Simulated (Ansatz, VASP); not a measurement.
**Two plane-wave programs on MgS**

```
Mg S
1.0
     0.00000    2.67970    2.52360
     2.67970    0.00000    2.52360
     2.67970    2.67970    0.00000
Mg S
1 1
Direct
  0.00000 0.00000 0.00000
  0.50000 0.50000 0.50000
```

Change from the starting cell: strain +0.030 along x and y, -0.030 along z, atoms carried along.

Alike in both runs: task single point; functional PBEsol; k mesh 8 × 8 × 8; occupations gaussian, width 0.05 eV; no spin polarisation.

|  | VASP | Ansatz |
| --- | --- | --- |
| version | VASP 6.6.1 | Ansatz 0.2.0 |
| potentials or method | VASP PAW PBE potentials, release 64 (Mg, S), cutoff 520 eV | scalar-relativistic, plane waves, PAW |
| valence electrons in the cell | 8 | 16 |

Ansatz gave:

- gap on the k mesh at the Fermi level (eV): 2.41
- least direct gap on the mesh (eV): 3.29
- pressure (GPa): -2.4
- traceless stress, the component that is largest in VASP (GPa): 3.95

**Question.** What did VASP give for the same quantities?

**Answer.** gap on the k mesh at the Fermi level (eV): 2.41; least direct gap on the mesh (eV): 3.29; pressure (GPa): -2.6; traceless stress, the component that is largest in VASP (GPa): 3.93.

VASP's potentials were made for PBE, not for PBEsol. VASP's potentials hold 8 valence electrons a cell and Ansatz's 16, so a difference there can come from the potentials and not from the codes.
